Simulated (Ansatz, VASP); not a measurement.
## Te2Mo: VASP beside Ansatz

```
Te Mo
1.0
     3.55429    0.00000    0.00000
    -1.77715    3.07811    0.00000
     0.00000    0.00000   33.27028
Te Mo
2 1
Direct
  0.33333 0.66667 0.44564
  0.33333 0.66667 0.55436
  0.66667 0.33333 0.50000
```

Alike in both runs: functional PBE; k mesh 9 × 9 × 1; occupations gaussian, width 0.02 eV; no spin polarisation.

Ansatz relaxed the structure, and its values are those at the end. VASP's run is a single point on that final structure, the one shown.

|  | VASP | Ansatz |
| --- | --- | --- |
| version | VASP 6.6.1 | Ansatz 0.2.0 |
| potentials or method | VASP PAW PBE potentials, release 64 (Te, Mo_sv), cutoff 520 eV | scalar-relativistic, plane waves, PAW |
| valence electrons in the cell | 26 | 46 |

|  | VASP | Ansatz | Ansatz less VASP |
| --- | --- | --- | --- |
| gap on the k mesh at the Fermi level (eV) | 1.08 | 1.08 | +0.001 |
| least direct gap on the mesh (eV) | 1.08 | 1.08 | +0.001 |
| rms of the force components (eV/Å) | 0.005 | 0.001 | -0.0035 |

VASP's potentials hold 26 valence electrons a cell and Ansatz's 46, so a difference there can come from the potentials and not from the codes.

Spin-orbit coupling is off throughout.
